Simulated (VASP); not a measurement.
Write the native input for VASP 6.6.1 that does the following.

- Task: single point
- Functional: PBE
- Potentials or basis: VASP PAW PBE potentials, release 64 (V_sv)
- Cutoff: 500 eV
- k mesh: 13 × 13 × 13
- Occupations: fermi-dirac, width 0.1 eV
- Spin: collinear spin, antiferromagnetic start
- Starting moments: [1.2, -1.2] μB
- Dipole correction: no
- Further INCAR settings: ALGO = Normal; EDIFF = 1e-06; NBANDS = 24

The structure of V lies in POSCAR:

```
V
1.0
   -3.0287000000      3.0287000000      3.0287000000
    1.5143500000     -1.5143500000      1.5143500000
    1.5143500000      1.5143500000     -1.5143500000
V
2
Direct
    0.0000000000      0.0000000000      0.0000000000
    0.5000000000      0.0000000000      0.0000000000
```

These files were run (other wordings do the same):

INCAR

```
  ALGO = Normal
  EDIFF = 1E-6
  ENCUT = 500
  GGA = PE
  GGA_COMPAT = False
  ISIF = 2
  ISMEAR = -1
  ISPIN = 2
  LASPH = True
  LCHARG = True
  LELF = True
  LMAXMIX = 4
  LORBIT = 11
  LREAL = False
  LVHAR = True
  LWAVE = False
  MAGMOM = 1.2 -1.2
  NBANDS = 24
  NELM = 200
  PREC = Accurate
  SIGMA = 0.1
```

KPOINTS

```
k-points
0
Gamma
  13 13 13
```

Potentials or basis: VASP PAW PBE potentials, release 64 (V_sv).

The run is started by

```bash
$ cat potpaw_PBE.64/V_sv/POTCAR > POTCAR
$ mpirun -np 1 vasp_std > vasp.out
```

It gave:

The pressure is -5.0 GPa, the band gap on the k mesh is zero (filled and empty bands overlap) and the net moment is 0.00 μB per cell. The valence electrons inside the program's atomic spheres are V 11.60.

It took 5.2 min on 1 thread of Intel Xeon 6975P-C (shared host), peak memory 0.38 GiB.
